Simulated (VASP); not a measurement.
A run of VASP 6.6.1 is set up as follows.

INCAR

```
PREC = Accurate
ENCUT = 520
EDIFF = 1E-8
ISMEAR = -1
SIGMA = 0.05
LREAL = False
LASPH = True
NELM = 150
ALGO = Normal
ISIF = 2
LWAVE = False
LCHARG = False
ISPIN = 2
MAGMOM = 3
LORBIT = 11
LMAXMIX = 4
GGA = PE
LEFG = True
NBANDS = 14
```

KPOINTS

```
Automatic mesh
0
Gamma
  20 20 20
```

Contents of POSCAR:

```
Fe
1.0
   -1.4390000000      1.4390000000      1.4390000000
    1.4390000000     -1.4390000000      1.4390000000
    1.4390000000      1.4390000000     -1.4390000000
Fe
1
Direct
    0.0000000000      0.0000000000      0.0000000000
```

Potentials or basis: VASP PAW PBE potentials, release 64 (Fe).

Command:

```console
$ cat potpaw_PBE.64/Fe/POTCAR > POTCAR
$ mpirun -np 1 vasp_std > vasp.out
```

Predict the site moments.

Fe +2.28 μB.

Estimate the pressure.

-8.1 GPa.

Predict the net moment.

2.27 μB per cell.

Caveat: the cell stands under tension.
